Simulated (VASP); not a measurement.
# FePt (Tetraferroplatinum) (P4/mmm) in VASP: notebook

Aim: see how the results for FePt (Tetraferroplatinum) move with the level of theory and the settings. Levels: PBE, LDA. Tasks: single point.

Everything below comes from runs of VASP 6.6.1. Logs are shortened: lines on timing, memory, paths and dates and some standing lists are left out, and cuts for length are marked.

## 1. The cell of the first run

The structure is tetragonal, space group P4/mmm (No. 123). Conventional cell: a = 2.724 Å, b = 2.724 Å, c = 3.720 Å, α = 90.00°, β = 90.00°, γ = 90.00°. Pt (site symmetry 4/mmm) has 8 Fe at 2.68 Å and 4 Pt at 2.72 Å within 3.5 Å. Within 3.5 Å of Fe (site symmetry 4/mmm) lie 8 Pt at 2.68 Å and 4 Fe at 2.72 Å.

## 2. Single point, PBE, collinear spin, ferromagnetic start

File INCAR:

```
  PREC = Accurate
  ENCUT = 520
  EDIFF = 1E-6
  ISMEAR = -1
  SIGMA = 0.05
  LREAL = False
  LASPH = True
  NELM = 150
  ALGO = Normal
  ISIF = 2
  LWAVE = False
  LCHARG = False
  ISPIN = 2
  MAGMOM = 0 6
  LORBIT = 11
  NUPDOWN = 6.0
  LMAXMIX = 4
  GGA = PE
  NBANDS = 20
```

File KPOINTS:

```
regular mesh
0
Gamma
  8 8 6
```

File POSCAR:

```
FePt
1.0
    2.7235000000      0.0000000000      0.0000000000
    0.0000000000      2.7235000000      0.0000000000
    0.0000000000      0.0000000000      3.7200000000
Pt Fe
1 1
Direct
    0.5000000000      0.5000000000      0.5000000000
    0.0000000000      0.0000000000      0.0000000000
```

Potentials or basis: VASP PAW PBE potentials, release 64 (Pt, Fe).

Run with:

```sh
> cat potpaw_PBE.64/Pt/POTCAR potpaw_PBE.64/Fe/POTCAR > POTCAR
> mpirun -np 1 vasp_std > vasp.out
```

OUTCAR:

```text
PREC = Accurate
   ENCUT = 520
   EDIFF = 1E-6
   ISMEAR = -1
   LREAL = False
   LASPH = True
   NELM = 150
   ISIF = 2
   ISPIN = 2
   LORBIT = 11
   NUPDOWN = 6.0
   GGA = PE

 ion  position               nearest neighbor table
   1  0.500  0.500  0.500-   2 2.68   2 2.68   2 2.68   2 2.68   2 2.68   2 2.68   2 2.68   2 2.68

   2  0.000  0.000  0.000-   1 2.68   1 2.68   1 2.68   1 2.68   1 2.68   1 2.68   1 2.68   1 2.68

  LATTYP: Found a simple tetragonal cell.
 ALAT       =     2.7235000000
 C/A-ratio  =     1.3658894804

  Lattice vectors:

 A1 = (   2.7235000000,   0.0000000000,   0.0000000000)
 A2 = (   0.0000000000,   2.7235000000,   0.0000000000)
 A3 = (   0.0000000000,   0.0000000000,   3.7200000000)

Analysis of symmetry for initial positions (statically):
=====================================================================
 Subroutine PRICEL returns:
 Original cell was already a primitive cell.

 Routine SETGRP: Setting up the symmetry group for a
 simple tetragonal supercell.

 Subroutine GETGRP returns: Found 16 space group operations
 (whereof 16 operations were pure point group operations)
 out of a pool of 16 trial point group operations.

The static configuration has the point symmetry D_4h.

Analysis of symmetry for dynamics (positions and initial velocities):
=====================================================================
 Subroutine PRICEL returns:
 Original cell was already a primitive cell.

 Routine SETGRP: Setting up the symmetry group for a
 simple tetragonal supercell.

 Subroutine GETGRP returns: Found 16 space group operations
 (whereof 16 operations were pure point group operations)
 out of a pool of 16 trial point group operations.

The dynamic configuration has the point symmetry D_4h.

Analysis of structural, dynamic, and magnetic symmetry:
=====================================================================
 Subroutine PRICEL returns:
 Original cell was already a primitive cell.

 Routine SETGRP: Setting up the symmetry group for a
 simple tetragonal supercell.

 Subroutine GETGRP returns: Found 16 space group operations
 (whereof 16 operations were pure point group operations)
 out of a pool of 16 trial point group operations.

The overall configuration has the point symmetry D_4h.

 Subroutine INISYM returns: Found 16 space group operations
 (whereof 16 operations are pure point group operations),
 and found     1 'primitive' translations

----------------------------------------------------------------------------------------

                                     Primitive cell

  volume of cell :      27.5929

  direct lattice vectors                    reciprocal lattice vectors
     2.723500000  0.000000000  0.000000000     0.367174592  0.000000000  0.000000000
     0.000000000  2.723500000  0.000000000     0.000000000  0.367174592  0.000000000
     0.000000000  0.000000000  3.720000000     0.000000000  0.000000000  0.268817204

  length of vectors
     2.723500000  2.723500000  3.720000000     0.367174592  0.367174592  0.268817204

  position of ions in fractional coordinates (direct lattice)
     0.500000000  0.500000000  0.500000000
     0.000000000  0.000000000  0.000000000

  ion indices of the primitive-cell ions
   primitive index   ion index
                 1           1
                 2           2

----------------------------------------------------------------------------------------

 KPOINTS: regular mesh

Automatic generation of k-mesh.
 Grid dimensions read from file:
 generate k-points for:    8    8    6

 Generating k-lattice:

  Cartesian coordinates                     Fractional coordinates (reciprocal lattice)
     0.045896824  0.000000000  0.000000000     0.125000000  0.000000000  0.000000000
     0.000000000  0.045896824  0.000000000     0.000000000  0.125000000  0.000000000
     0.000000000  0.000000000  0.044802867     0.000000000  0.000000000  0.166666667

  Length of vectors
     0.045896824  0.045896824  0.044802867

  Shift w.r.t. Gamma in fractional coordinates (k-lattice)
     0.000000000  0.000000000  0.000000000

 Subroutine IBZKPT returns following result:
 ===========================================

 Found     60 irreducible k-points:

 Following reciprocal coordinates:
            Coordinates               Weight
  0.000000  0.000000  0.000000      1.000000
  0.125000  0.000000  0.000000      4.000000
  0.250000  0.000000  0.000000      4.000000
  0.375000  0.000000  0.000000      4.000000
  0.500000  0.000000  0.000000      2.000000
  0.125000  0.125000  0.000000      4.000000
[... 16 lines left out ...]
  0.375000  0.125000  0.166667     16.000000
  0.500000  0.125000  0.166667      8.000000
 [... further k-points ...]
   k-points           NKPTS =     60   k-points in BZ     NKDIM =     60   number of bands    NBANDS=     20
   number of dos      NEDOS =    301   number of ions     NIONS =      2
   total plane-waves  NPLWV =  11200
   dimension x,y,z NGX =    20 NGY =   20 NGZ =   28
   dimension x,y,z NGXF=    40 NGYF=   40 NGZF=   56
   ions per type =               1   1
   NGX,Y,Z   is equivalent  to a cutoff of  12.21, 12.21, 12.51 a.u.
   NGXF,Y,Z  is equivalent  to a cutoff of  24.42, 24.42, 25.03 a.u.
 SYSTEM =  unknown system
   PREC   = accura    normal or accurate (medium, high low for compatibility)
   ISTART =      0    job   : 0-new  1-cont  2-samecut
   ICHARG =      2    charge: 1-file 2-atom 10-const
   ISPIN  =      2    spin polarized calculation?
   LNONCOLLINEAR =      F non collinear calculations
   LSORBIT =      F    spin-orbit coupling
   LASPH  =      T    aspherical Exc in radial PAW
   ENCUT  =  520.0 eV  38.22 Ry    6.18 a.u.   5.06  5.06  6.92*2*pi/ulx,y,z
   NELM   =    150;   NELMIN=  2; NELMDL= -5     # of ELM steps
   EDIFF  = 0.1E-05   stopping-criterion for ELM
   LREAL  =      F    real-space projection
   EDIFFG = 0.1E-04   stopping-criterion for IOM
   NSW    =      0    number of steps for IOM
   IBRION =     -1    ionic relax: 0-MD 1-quasi-New 2-CG
   NFREE  =      0    steps in history (QN), initial steepest desc. (CG)
   ISIF   =      2    stress and relaxation
   ISYM   =      2    0-nonsym 1-usesym 2-fastsym
   POTIM  = 0.5000    time-step for ionic-motion
   TEBEG  =    0.0;   TEEND  =   0.0 temperature during run
   PSTRESS=    0.0 pullay stress
   NELECT =      18.0000    total number of electrons
   NUPDOWN=       6.0000    fix difference up-down
   EMIN   =  10.00;   EMAX   =-10.00  energy-range for DOS
   EFERMI =   0.00;   METHOD = LEGACY
   ISMEAR =    -1;   SIGMA  =   0.05  broadening in eV -4-tet -1-fermi 0-gaus
   EFERMI_NEDOS =   21; number of points for ismear=-14 and -15
   IALGO  =     38    algorithm
   IMIX   =      4    mixing-type and parameters
     AMIX     =   0.40;   BMIX     =  1.00
     AMIX_MAG =   1.60;   BMIX_MAG =  1.00
  volume/ion in A,a.u.               =      13.80        93.10
  Fermi-wavevector in a.u.,A,eV,Ry     =   1.419819  2.683070 27.427809  2.015887
  Thomas-Fermi vector in A             =   2.540800
   LORBIT       =     11    0 simple, 1 ext, 2 COOP (PROOUT), +10 PAW based schemes
   GGA     = PE    functional components
   LHFCALC =     F    Hartree Fock is set to
   AEXX    =    0.0000 exact exchange contribution
   IVDW    =     0    specifies the selected vdW correction
   LEPSILON=     F    determine dielectric tensor
   LRPA    =     F    only Hartree local field effects (RPA)
 spin polarized calculation
  energy-cutoff  :      520.00
  volume of cell :       27.59
 maximum number of plane-waves:       760
   NGX = 11   NGY = 11   NGZ = 13

 number of electron      17.9999998 magnetization       5.9999999

 Free energy of the ion-electron system (eV)
  ---------------------------------------------------
  ext. energy  EPLUGINS =         0.00000000
  ---------------------------------------------------
  free energy    TOTEN  =       -10.81784177 eV

  energy without entropy =      -10.80261694  energy(sigma->0) =      -10.81022935

 E-fermi :   7.7319     XC(G=0): -13.0740

 val. band max:       13.9070132666   @ k =   0.3750   0.0000   0.3333
 cond. band min:       7.7364336159   @ k =   0.5000   0.0000   0.0000
 fundamental gap:     -6.1705796507
 Fermi energy:        13.9099885721

 spin component 1

 k-point     1 :       0.0000    0.0000    0.0000
  band No.  band energies     occupation
      1      -1.2388      1.00000
      2       1.7839      1.00000
      3       2.0623      1.00000
      4       4.3915      1.00000
      5       4.3915      1.00000
      6       4.4680      1.00000
[... 12 lines left out ...]
     19      29.8880      0.00000
     20      29.8880      0.00000

 k-point     2 :       0.1250    0.0000    0.0000
  band No.  band energies     occupation
      1      -0.8439      1.00000
      2       1.9963      1.00000
      3       2.3054      1.00000
      4       4.2840      1.00000
      5       4.4876      1.00000
      6       4.5895      1.00000
[... 12 lines left out ...]
     19      30.0780      0.00000
     20      30.2795      0.00000

 k-point     3 :       0.2500    0.0000    0.0000
  band No.  band energies     occupation
      1       0.2146      1.00000
      2       2.4554      1.00000
      3       2.9925      1.00000
      4       4.0346      1.00000
      5       4.7330      1.00000
      6       4.7481      1.00000
[... 12 lines left out ...]
     19      29.8188      0.00000
     20      31.8142      0.00000

 k-point     4 :       0.3750    0.0000    0.0000
  band No.  band energies     occupation
      1       1.5445      1.00000
      2       3.0361      1.00000
      3       3.6144      1.00000
      4       3.7960      1.00000
      5       4.4038      1.00000
      6       4.4899      1.00000
[... 429 lines left out ...]
 k-point    23 :       0.3750    0.1250    0.1667
  band No.  band energies     occupation
      1       1.8710      1.00000
      2       2.9805      1.00000
      3       3.4159      1.00000
      4       3.8852      1.00000
      5       4.3195      1.00000
      6       4.3811      1.00000
[... 12 lines left out ...]
     19      28.7026      0.00000
     20      29.4872      0.00000

 k-point    24 :       0.5000    0.1250    0.1667
  band No.  band energies     occupation
      1       2.4638      1.00000
      2       2.6070      1.00000
      3       3.8002      1.00000
      4       3.8032      1.00000
      5       4.2778      1.00000
      6       4.3329      1.00000
[... 12 lines left out ...]
     19      28.2153      0.00000
     20      30.1475      0.00000

 [... further k-points ...]

 spin component 2

 k-point     1 :       0.0000    0.0000    0.0000
  band No.  band energies     occupation
      1      -0.2604      1.00000
      2       3.4111      1.00000
      3       3.4955      1.00000
      4       6.6349      1.00000
      5       6.6349      1.00000
      6       7.8792      0.04993
[... 12 lines left out ...]
     19      30.8450      0.00000
     20      30.8450      0.00000

 k-point     2 :       0.1250    0.0000    0.0000
  band No.  band energies     occupation
      1       0.1403      1.00000
      2       3.5911      1.00000
      3       3.8111      1.00000
      4       6.3255      1.00000
      5       6.7545      1.00000
      6       7.9733      0.00795
[... 12 lines left out ...]
     19      31.4094      0.00000
     20      31.4758      0.00000

 k-point     3 :       0.2500    0.0000    0.0000
  band No.  band energies     occupation
      1       1.2102      1.00000
      2       3.9999      1.00000
      3       4.6999      1.00000
      4       5.5814      1.00000
      5       7.0887      1.00000
      6       7.5474      0.97563
[... 12 lines left out ...]
     19      30.8330      0.00000
     20      32.9073      0.00000

 k-point     4 :       0.3750    0.0000    0.0000
  band No.  band energies     occupation
      1       2.5332      1.00000
      2       4.5503      1.00000
      3       4.8943      1.00000
      4       5.5175      1.00000
      5       7.0109      1.00000
      6       7.4827      0.99320
[... 429 lines left out ...]
 k-point    23 :       0.3750    0.1250    0.1667
  band No.  band energies     occupation
      1       3.0108      1.00000
      2       4.3679      1.00000
      3       5.0459      1.00000
      4       5.5102      1.00000
      5       6.3291      1.00000
      6       6.9532      1.00000
[... 12 lines left out ...]
     19      30.0033      0.00000
     20      30.5716      0.00000

 k-point    24 :       0.5000    0.1250    0.1667
  band No.  band energies     occupation
      1       3.7304      1.00000
      2       3.9444      1.00000
      3       5.2458      1.00000
      4       5.3708      1.00000
      5       6.3503      1.00000
      6       7.1773      0.99998
[... 12 lines left out ...]
     19      29.5139      0.00000
     20      31.1011      0.00000

 [... further k-points ...]

------------------------ aborting loop because EDIFF is reached ----------------------------------------

  FORCE on cell =-STRESS in cart. coord.  units (eV):
  Direction    XX          YY          ZZ          XY          YZ          ZX
  --------------------------------------------------------------------------------------
  -------------------------------------------------------------------------------------
  Total        7.9821692      7.9821692      5.2457090      0.0000000      0.0000000      0.0000000
  in kB      463.4830030    463.4830030    304.5910107      0.0000000      0.0000000      0.0000000
  external PRESSURE =     410.5190056 kB  Pullay stress =       0.0000000 kB

 VOLUME and BASIS-vectors are now :
 -----------------------------------------------------------------------------
  energy-cutoff  :      520.00
  volume of cell :       27.59
      direct lattice vectors                 reciprocal lattice vectors
     2.723500000  0.000000000  0.000000000     0.367174592  0.000000000  0.000000000
     0.000000000  2.723500000  0.000000000     0.000000000  0.367174592  0.000000000
     0.000000000  0.000000000  3.720000000     0.000000000  0.000000000  0.268817204

 POSITION                                       TOTAL-FORCE (eV/Angst)
 -----------------------------------------------------------------------------------
      1.36175      1.36175      1.86000         0.000000      0.000000      0.000000
      0.00000      0.00000      0.00000         0.000000      0.000000      0.000000
 -----------------------------------------------------------------------------------
    total drift:                                0.000000      0.000000      0.000000

  FREE ENERGIE OF THE ION-ELECTRON SYSTEM (eV)
  ---------------------------------------------------
  free  energy   TOTEN  =       -10.8178417738 eV

  energy  without entropy=      -10.8026169353  energy(sigma->0) =      -10.81022935

 total charge

# of ion       s       p       d       tot
------------------------------------------
    1        0.791   0.788   7.891   9.470
    2        0.461   0.594   5.825   6.881
--------------------------------------------------
tot          1.252   1.382  13.717  16.351

 magnetization (x)

# of ion       s       p       d       tot
------------------------------------------
    1        0.093   0.248   1.284   1.626
    2        0.077   0.210   3.764   4.051
--------------------------------------------------
tot          0.171   0.459   5.047   5.677
```

Wall time 69 s (1 thread of Intel Xeon Platinum 8175M at 2.50GHz (Skylake/Cascade Lake), shared host); peak memory 0.18 GiB.

What came out:

* Free energy: -10.8178 eV
* Pressure: 41.1 GPa
* Net moment: 6.00 μB per cell
* Site moments: Pt +1.63; Fe +4.05 μB
* Valence electrons inside the program's atomic spheres: Pt 9.47; Fe 6.88

Stress tensor (GPa, compression positive):
```
46.35  0.00  0.00
 0.00 46.35  0.00
 0.00  0.00 30.46
```

Caveat: spin-orbit coupling is left out, which moves the levels of the heavy elements; the total moment is fixed, so each spin has its own Fermi level.

(Part 1 of 2 ends here.)
